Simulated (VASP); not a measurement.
Wanted: the native input for a VASP 6.6.1 run.

```yaml
Task: relaxation of cell and atoms
Functional: LDA
Potentials_or_basis: VASP PAW LDA potentials, release 64 (Mg_sv)
Cutoff: 750 eV
k_mesh: 8 × 8 × 5
Occupations: gaussian, width 0.1 eV
Spin: no spin polarisation
Dipole_correction: no
Mended: yes
Further_INCAR_settings: ALGO = Normal; EDIFF = 1e-07; IBRION = 2; EDIFFG = -0.02; NSW = 80; ISIF = 3
```

The structure of Mg lies in POSCAR:

```
Mg
1.0
    3.2093000000      0.0000000000      0.0000000000
   -1.6046500000      2.7793353300      0.0000000000
    0.0000000000      0.0000000000      5.2103000000
Mg
2
Direct
    0.3333333333      0.6666666667      0.2500000000
    0.6666666667      0.3333333333      0.7500000000
```

The input as run:

INCAR

```
SYSTEM = Mg
  PREC = Accurate
  ENCUT = 750
  EDIFF = 1E-7
  ISMEAR = 0
  SIGMA = 0.1
  LREAL = .FALSE.
  LASPH = .TRUE.
  NELM = 120
  ALGO = Normal
  ISIF = 3
  LWAVE = .FALSE.
  LCHARG = .FALSE.
  IBRION = 2
  NSW = 80
  EDIFFG = -0.02
  GGA_COMPAT = .FALSE.
  NELMIN = 4
```

KPOINTS

```
Automatic mesh
0
G
  8 8 5
  0 0 0
```

Potentials or basis: VASP PAW LDA potentials, release 64 (Mg_sv).

Run with:

```sh
$ cat potpaw_LDA.64/Mg_sv/POTCAR > POTCAR
$ mpirun -np 1 vasp_std > vasp.out
```

Results of the run:

```
Relaxed volume                        : 21.40 Å³/atom
Relaxed cell                          : a = 3.119 Å, b = 3.119 Å, c = 5.080 Å, α = 90.00°, β = 90.00°, γ = 120.00°
Space group after relaxing (to 0.1 Å) : P6_3/mmc (No. 194)
Energy gained by relaxing             : 18.9 meV/atom
Ionic steps                           : 3
Pressure after relaxing               : 0.0 GPa
Band gap on the k mesh                : zero (bands 10 and 11 overlap by 2.33 eV)
```

It took 2.5 min on 1 thread of AMD EPYC 7571, on a shared host, peak memory 0.14 GiB.
